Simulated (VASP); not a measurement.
# Ce (Cmcm) in VASP: electric field gradients with r2SCAN

Aim: the electric field gradients of Ce with r2SCAN.

Program: VASP 6.6.1. These are calculated values, not measurements. Logs are shortened: lines on timing, memory, paths and dates and some standing lists are left out, and cuts for length are marked.

## Step 1: The cell of the first run

The structure is orthorhombic, space group Cmcm (No. 63). Conventional cell: a = 3.171 Å, b = 6.213 Å, c = 5.256 Å, α = 90.00°, β = 90.00°, γ = 90.00°. Within 3.8 Å of Ce (site symmetry m2m) lie 12 Ce at 2.89 to 3.61 Å.

## Step 2: Electric field gradients, r2SCAN (volume scaled by 1.02)

The input, POSCAR:

```
Ce
1.0
    1.5855462171     -3.1067334778      0.0000000000
    1.5855462171      3.1067334778      0.0000000000
    0.0000000000      0.0000000000      5.2555591481
Ce
2
Direct
    0.9031467200      0.0968532800      0.7500000000
    0.0968532800      0.9031467200      0.2500000000
```

The input, INCAR.step1:

```
PREC = Accurate
ENCUT = 520
ISMEAR = -1
SIGMA = 0.05
LREAL = F
LASPH = T
NELM = 100
NBANDS = 19
GGA = PE
ALGO = Normal
EDIFF = 1E-4
LWAVE = T
LCHARG = F
```

The input, INCAR.step2:

```
PREC = Accurate
ENCUT = 520
EDIFF = 1E-8
ISMEAR = -1
SIGMA = 0.05
LREAL = F
LASPH = T
NELM = 100
ALGO = Normal
ISIF = 2
LWAVE = F
LCHARG = F
METAGGA = R2SCAN
LMIXTAU = T
LEFG = T
NBANDS = 19
ISTART = 1
```

The input, KPOINTS:

```
Automatic mesh
0
Gamma
  12 12 7
```

Potentials or basis: VASP PAW PBE potentials, release 64 (Ce).

The run is started by

```bash
$ cat potpaw_PBE.64/Ce/POTCAR > POTCAR
$ cp INCAR.step1 INCAR
$ mpirun -np 1 vasp_std > vasp.out
$ cp INCAR.step2 INCAR
$ mpirun -np 1 vasp_std > vasp.out
```

OUTCAR:

```text
PREC = Accurate
   ENCUT = 520
   EDIFF = 1E-8
   ISMEAR = -1
   LREAL = F
   LASPH = T
   NELM = 100
   ISIF = 2
   METAGGA = R2SCAN
   ISTART = 1

 ion  position               nearest neighbor table
   1  0.903  0.097  0.750-   2 2.89   2 2.89
   2  0.097  0.903  0.250-   1 2.89   1 2.89

  LATTYP: Found a base centered orthorhombic cell.
 ALAT       =     3.1710924342
 B/A-ratio  =     1.9594089685
 C/A-ratio  =     1.6573339495

  Lattice vectors:

 A1 = (   1.5855462171,  -3.1067334778,   0.0000000000)
 A2 = (   1.5855462171,   3.1067334778,   0.0000000000)
 A3 = (   0.0000000000,   0.0000000000,   5.2555591481)

Analysis of symmetry for initial positions (statically):
=====================================================================
 Subroutine PRICEL returns:
 Original cell was already a primitive cell.

 Routine SETGRP: Setting up the symmetry group for a
 base centered orthorhombic supercell.

 Subroutine GETGRP returns: Found  8 space group operations
 (whereof  4 operations were pure point group operations)
 out of a pool of  8 trial point group operations.

The static configuration has the point symmetry C_2h.
 The point group associated with its full space group is D_2h.

Analysis of symmetry for dynamics (positions and initial velocities):
=====================================================================
 Subroutine PRICEL returns:
 Original cell was already a primitive cell.

 Routine SETGRP: Setting up the symmetry group for a
 base centered orthorhombic supercell.

 Subroutine GETGRP returns: Found  8 space group operations
 (whereof  4 operations were pure point group operations)
 out of a pool of  8 trial point group operations.

The dynamic configuration has the point symmetry C_2h.
 The point group associated with its full space group is D_2h.

 Subroutine INISYM returns: Found  8 space group operations
 (whereof  4 operations are pure point group operations),
 and found     1 'primitive' translations

----------------------------------------------------------------------------------------

                                     Primitive cell

  volume of cell :      51.7764

  direct lattice vectors                    reciprocal lattice vectors
     1.585546217 -3.106733478  0.000000000     0.315348739 -0.160940745  0.000000000
     1.585546217  3.106733478  0.000000000     0.315348739  0.160940745  0.000000000
     0.000000000  0.000000000  5.255559148     0.000000000  0.000000000  0.190274711

  length of vectors
     3.487943478  3.487943478  5.255559148     0.354043430  0.354043430  0.190274711

  position of ions in fractional coordinates (direct lattice)
     0.903146720  0.096853280  0.750000000
     0.096853280  0.903146720  0.250000000

  ion indices of the primitive-cell ions
   primitive index   ion index
                 1           1
                 2           2

----------------------------------------------------------------------------------------

 KPOINTS: Automatic mesh

Automatic generation of k-mesh.
 Grid dimensions read from file:
 generate k-points for:   12   12    7

 Generating k-lattice:

  Cartesian coordinates                     Fractional coordinates (reciprocal lattice)
     0.026279062 -0.013411729  0.000000000     0.083333333  0.000000000  0.000000000
     0.026279062  0.013411729  0.000000000     0.000000000  0.083333333  0.000000000
     0.000000000  0.000000000  0.027182102     0.000000000  0.000000000  0.142857143

  Length of vectors
     0.029503619  0.029503619  0.027182102

  Shift w.r.t. Gamma in fractional coordinates (k-lattice)
     0.000000000  0.000000000  0.000000000

 Subroutine IBZKPT returns following result:
 ===========================================

 Found    172 irreducible k-points:

 Following reciprocal coordinates:
            Coordinates               Weight
  0.000000  0.000000  0.000000      1.000000
  0.083333  0.000000  0.000000      4.000000
  0.166667  0.000000  0.000000      4.000000
  0.250000  0.000000  0.000000      4.000000
  0.333333  0.000000  0.000000      4.000000
  0.416667  0.000000  0.000000      4.000000
[... 16 lines left out ...]
  0.500000  0.166667  0.000000      4.000000
 -0.416667  0.166667  0.000000      4.000000
 [... further k-points ...]
   k-points           NKPTS =    172   k-points in BZ     NKDIM =    172   number of bands    NBANDS=     19
   number of dos      NEDOS =    301   number of ions     NIONS =      2
   total plane-waves  NPLWV =  31360
   dimension x,y,z NGX =    28 NGY =   28 NGZ =   40
   dimension x,y,z NGXF=    56 NGYF=   56 NGZF=   80
   ions per type =               2
   NGX,Y,Z   is equivalent  to a cutoff of  13.35, 13.35, 12.65 a.u.
   NGXF,Y,Z  is equivalent  to a cutoff of  26.69, 26.69, 25.31 a.u.
 SYSTEM =  unknown system
   PREC   = accura    normal or accurate (medium, high low for compatibility)
   ISTART =      1    job   : 0-new  1-cont  2-samecut
   ICHARG =      0    charge: 1-file 2-atom 10-const
   ISPIN  =      1    spin polarized calculation?
   LNONCOLLINEAR =      F non collinear calculations
   LSORBIT =      F    spin-orbit coupling
   LASPH  =      T    aspherical Exc in radial PAW
   ENCUT  =  520.0 eV  38.22 Ry    6.18 a.u.   6.49  6.49  9.77*2*pi/ulx,y,z
   NELM   =    100;   NELMIN=  2; NELMDL=  0     # of ELM steps
   EDIFF  = 0.1E-07   stopping-criterion for ELM
   LREAL  =      F    real-space projection
   EDIFFG = 0.1E-06   stopping-criterion for IOM
   NSW    =      0    number of steps for IOM
   IBRION =     -1    ionic relax: 0-MD 1-quasi-New 2-CG
   NFREE  =      0    steps in history (QN), initial steepest desc. (CG)
   ISIF   =      2    stress and relaxation
   ISYM   =      2    0-nonsym 1-usesym 2-fastsym
   POTIM  = 0.5000    time-step for ionic-motion
   TEBEG  =    0.0;   TEEND  =   0.0 temperature during run
   PSTRESS=    0.0 pullay stress
   NELECT =      24.0000    total number of electrons
   NUPDOWN=      -1.0000    fix difference up-down
   EMIN   =  10.00;   EMAX   =-10.00  energy-range for DOS
   EFERMI =   0.00;   METHOD = LEGACY
   ISMEAR =    -1;   SIGMA  =   0.05  broadening in eV -4-tet -1-fermi 0-gaus
   EFERMI_NEDOS =   21; number of points for ismear=-14 and -15
   IALGO  =     38    algorithm
   IMIX   =      4    mixing-type and parameters
     AMIX     =   0.40;   BMIX     =  1.00
     AMIX_MAG =   1.60;   BMIX_MAG =  1.00
  volume/ion in A,a.u.               =      25.89       174.70
  Fermi-wavevector in a.u.,A,eV,Ry     =   1.266975  2.394235 21.840413  1.605225
  Thomas-Fermi vector in A             =   2.400147
   LORBIT       =      0    0 simple, 1 ext, 2 COOP (PROOUT), +10 PAW based schemes
   METAGGA = R2SCAN    functional components
   LHFCALC =     F    Hartree Fock is set to
   AEXX    =    0.0000 exact exchange contribution
   IVDW    =     0    specifies the selected vdW correction
   LEPSILON=     F    determine dielectric tensor
   LRPA    =     F    only Hartree local field effects (RPA)
 non-spin polarized calculation
  energy-cutoff  :      520.00
  volume of cell :       51.78
 maximum number of plane-waves:      1414
 NGX is ok and might be reduce to    28
   NGX = 13   NGY = 13   NGZ = 19

 number of electron      23.9999999 magnetization

 Free energy of the ion-electron system (eV)
  ---------------------------------------------------
  ext. energy  EPLUGINS =         0.00000000
  ---------------------------------------------------
  free energy    TOTEN  =       -61.62124286 eV

  energy without entropy =      -61.58099602  energy(sigma->0) =      -61.60111944

 E-fermi :   9.5896     XC(G=0): -12.2496

 val. band max:        9.5864459522   @ k =  -0.1667   0.1667   0.4286
 cond. band min:       9.5896796702   @ k =  -0.2500   0.2500   0.2857
 fundamental gap:      0.0032337180
 Fermi energy:         9.5895977282

 k-point     1 :       0.0000    0.0000    0.0000
  band No.  band energies     occupation
      1     -26.6106      2.00000
      2     -25.6944      2.00000
      3     -10.6814      2.00000
      4      -7.8432      2.00000
      5      -7.2550      2.00000
      6      -7.2370      2.00000
[... 11 lines left out ...]
     18      10.4332      0.00000
     19      10.4943      0.00000

 k-point     2 :       0.0833    0.0000    0.0000
  band No.  band energies     occupation
      1     -26.5781      2.00000
      2     -25.6716      2.00000
      3     -10.6339      2.00000
      4      -7.8888      2.00000
      5      -7.4588      2.00000
      6      -7.2979      2.00000
[... 476 lines left out ...]
 k-point    24 :      -0.4167    0.1667    0.0000
  band No.  band energies     occupation
      1     -26.2224      2.00000
      2     -25.4926      2.00000
      3     -10.0152      2.00000
      4      -9.1655      2.00000
      5      -8.6434      2.00000
      6      -8.2052      2.00000
[... 11 lines left out ...]
     18      10.4400      0.00000
     19      10.5249      0.00000

 [... further k-points ...]
[... 5 lines left out ...]
  --------------------------------------------------------------------------------------
  -------------------------------------------------------------------------------------
  Total       -0.3731560     -0.3130150     -0.4919139      0.0000000      0.0000000      0.0000000
  in kB      -11.5470008     -9.6859880    -15.2218656      0.0000000      0.0000000      0.0000000
  external PRESSURE =     -12.1516181 kB  Pullay stress =       0.0000000 kB

 VOLUME and BASIS-vectors are now :
 -----------------------------------------------------------------------------
  energy-cutoff  :      520.00
  volume of cell :       51.78
      direct lattice vectors                 reciprocal lattice vectors
     1.585546217 -3.106733478  0.000000000     0.315348739 -0.160940745  0.000000000
     1.585546217  3.106733478  0.000000000     0.315348739  0.160940745  0.000000000
     0.000000000  0.000000000  5.255559148     0.000000000  0.000000000  0.190274711

 POSITION                                       TOTAL-FORCE (eV/Angst)
 -----------------------------------------------------------------------------------
      1.58555     -2.50494      3.94167         0.000000     -0.005835     -0.000000
      1.58555      2.50494      1.31389         0.000000      0.005835      0.000000
 -----------------------------------------------------------------------------------
    total drift:                                0.000000     -0.000000      0.000000

  FREE ENERGIE OF THE ION-ELECTRON SYSTEM (eV)
  ---------------------------------------------------
  free  energy   TOTEN  =       -61.6212428625 eV

  energy  without entropy=      -61.5809960237  energy(sigma->0) =      -61.60111944

 Electric field gradients (V/A^2)
---------------------------------------------------------------------
 ion       V_xx      V_yy      V_zz      V_xy      V_xz      V_yz
---------------------------------------------------------------------
   1      26.923   -72.735    45.812    -0.000     0.000    -0.000
   2      26.923   -72.735    45.812    -0.000    -0.000    -0.000
---------------------------------------------------------------------

 Electric field gradients after diagonalization (V/A^2)
 (convention: |V_zz| > |V_xx| > |V_yy|)
----------------------------------------------------------------------
 ion       V_xx      V_yy      V_zz     asymmetry (V_yy - V_xx)/ V_zz
----------------------------------------------------------------------
   1      45.812    26.923   -72.735       0.260
   2      45.812    26.923   -72.735       0.260
----------------------------------------------------------------------

           NMR quadrupolar parameters

 Cq : quadrupolar parameter    Cq=e*Q*V_zz/h
 eta: asymmetry parameters     (V_yy - V_xx)/ V_zz
 Q  : nuclear electric quadrupole moment in mb (millibarn)
----------------------------------------------------------------------
 ion       Cq(MHz)       eta       Q (mb)
----------------------------------------------------------------------
   1      -0.176       0.260       1.000
   2      -0.176       0.260       1.000
----------------------------------------------------------------------
```

Run time: 17 min. Hardware: 1 thread of AMD EPYC 7R43 (Zen 3), shared host; peak memory 0.28 GiB.

What came out:

* Free energy: -61.6212 eV
* Pressure: -1.2 GPa
* Largest force: 0.006 eV/Å
* Band gap on the k mesh: zero (band 12 reaches 10.00 eV, above the bottom of band 13 at 9.09 eV)

Forces on the atoms (eV/Å):
```
Ce   0.000 -0.006  0.000
Ce   0.000  0.006  0.000
```

Electric field gradients, principal values (V/Å²):
| atom | least | middle | greatest (by size) |
| --- | --- | --- | --- |
| 1 Ce | 26.923 | 45.812 | -72.735 |
| 2 Ce | 26.923 | 45.812 | -72.735 |

Caveat: without QUAD_EFG the Cq values of the log hold for a quadrupole moment of 1 mb, not for the nuclei; the PAW data sets were made with another functional, which shifts forces and pressure a little; spin-orbit coupling is left out, which moves the levels of the heavy elements. Spin polarisation is off, so any magnetic state and its effect on volume and gap are missing.
